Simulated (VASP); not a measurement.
A run of VASP 6.6.1:

The input INCAR:

```
ALGO = Normal
EDIFF = 1E-7
ENCUT = 520
GGA = PE
ISIF = 2
ISMEAR = 0
LASPH = T
LCHARG = F
LREAL = F
LWAVE = F
NBANDS = 26
NELM = 60
PREC = Accurate
SIGMA = 0.15
```

The input KPOINTS:

```
k-points
0
Gamma
  12 12 12
```

POSCAR

```
Si
1.0
    0.0000000000      0.0000000000      4.9938171177
    5.2842308228      0.0000000000      0.0000000000
   -2.6421154115      4.5762781320      0.0000000000
Si
8
Direct
   -0.0150185716      0.0000000000      0.0000000000
    0.5000000000      0.0000000000      0.0000000000
    0.0000000000      0.0000000000      0.5000000000
    0.5000000000      0.0000000000      0.5000000000
    0.0000000000      0.5000000000      0.0000000000
    0.5000000000      0.5000000000      0.0000000000
    0.0000000000      0.5000000000      0.5000000000
    0.5000000000      0.5000000000      0.5000000000
```

Potentials or basis: VASP PAW PBE potentials, release 64 (Si).

Command:

```console
$ cat potpaw_PBE.64/Si/POTCAR > POTCAR
$ mpirun -np 1 vasp_std > vasp.out
```

Hardware: 1 thread of Intel Xeon 8259CL, with other jobs on the host.

Task: How long does it take, and how much memory?

Result: Run time: 6.6 min on 1 thread of Intel Xeon 8259CL, on a shared host, peak memory 0.42 GiB. Counts: scf iterations 14, k points 133.
